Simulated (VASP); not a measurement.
Runs of VASP 6.6.1 on Li2Se. It takes space group Fm-3m (No. 225, cubic). Conventional cell: a = 5.987 Å, b = 5.987 Å, c = 5.987 Å, α = 90.00°, β = 90.00°, γ = 90.00°. Within 3.4 Å of Li (site symmetry -43m) lie 4 Se at 2.59 Å and 6 Li at 2.99 Å. Se (site symmetry m-3m) has 8 Li at 2.59 Å within 3.4 Å. 

| level | k mesh | cutoff (eV) | smearing | grid for exact exchange (PRECFOCK) | share of exact exchange | screening parameter | gap on the mesh (eV) | pressure (GPa) |
| --- | --- | --- | --- | --- | --- | --- | --- | --- |
| HSE06 | 4 × 4 × 4 | 650 | methfessel-paxton 0.001 eV | Normal | 0.25 | 0.2079 1/Å | 3.83 | -0.5 |
| r2SCAN | 6 × 6 × 6 | 830 | gaussian 0.01 eV | - | - | - | (a) | -0.2 |
| PBE-based screened hybrid with 15 % exact exchange | 4 × 4 × 4 | 650 | gaussian 0.01 eV | Normal | 0.15 | 0.1 1/Å | 3.67 | -0.2 |
| HSE06 | 4 × 4 × 4 | 650 | gaussian 0.01 eV | Normal | 0.25 | 0.2079 1/Å | 3.83 | -0.5 |

Alike in all rows: task single point; potentials or basis VASP PAW PBE potentials, release 64 (Li_sv, Se); no spin polarisation; cell as given.

Problem. Estimate the missing entries.

Solution. (a) 3.46.

Caveats: some runs use coarse meshes; the PAW data sets were made with another functional, which shifts forces and pressure a little.

A k mesh can miss the band edges, and the runs leave out spin-orbit coupling on Se.
